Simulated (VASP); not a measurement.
Write the native input for VASP 6.6.1 that does the following.

```yaml
Task: single point
Functional: PBE
Potentials_or_basis: VASP PAW PBE potentials, release 64 (Zr_sv, Cd, F)
Cutoff: 520 eV
k_mesh: 10 × 10 × 6
Occupations: gaussian, width 0.1 eV
Spin: no spin polarisation
Dipole_correction: no
Further_INCAR_settings: ALGO = Normal; EDIFF = 1e-07; NBANDS = 35
```

The structure of ZrCdF4 lies in POSCAR:

```
ZrCdF4
1.0
    3.9990175026      0.0000000000      0.0000000000
    0.0000000000      3.9990175026      0.0000000000
    0.0000000000      0.0000000000      7.2822384421
Zr Cd F
1 1 4
Direct
    0.5000000000      0.5000000000      0.5000000000
    0.0000000000      0.0000000000      0.0000000000
    0.0000000000      0.0000000000      0.6646688100
    0.5000000000      0.0000000000      0.0000000000
    0.0000000000      0.5000000000      0.0000000000
    0.0000000000      0.0000000000      0.3353311900
```

One way to write it, as run:

INCAR

```
PREC = Accurate ; ENCUT = 520
EDIFF = 1E-7 ; ISMEAR = 0
SIGMA = 0.1 ; LREAL = F
LASPH = T ; NELM = 100
ALGO = Normal ; ISIF = 2
LWAVE = F ; LCHARG = F
GGA = PE ; NBANDS = 35
```

KPOINTS

```
Automatic mesh
0
Gamma
  10 10 6
```

Potentials or basis: VASP PAW PBE potentials, release 64 (Zr_sv, Cd, F).

Command:

```bash
$ cat potpaw_PBE.64/Zr_sv/POTCAR potpaw_PBE.64/Cd/POTCAR potpaw_PBE.64/F/POTCAR > POTCAR
$ mpirun -np 1 vasp_std > vasp.out
```

It gave:

```json
{
 "Pressure": "0.7 GPa",
 "Largest force": "0.019 eV/Å",
 "Band gap on the k mesh": "zero (bands 26 and 27 overlap by 0.87 eV)"
}
```

Wall time 3.5 min on 1 thread of Intel(R) Xeon(R) 6975P-C (Granite Rapids), on a shared host, peak memory 0.43 GiB.
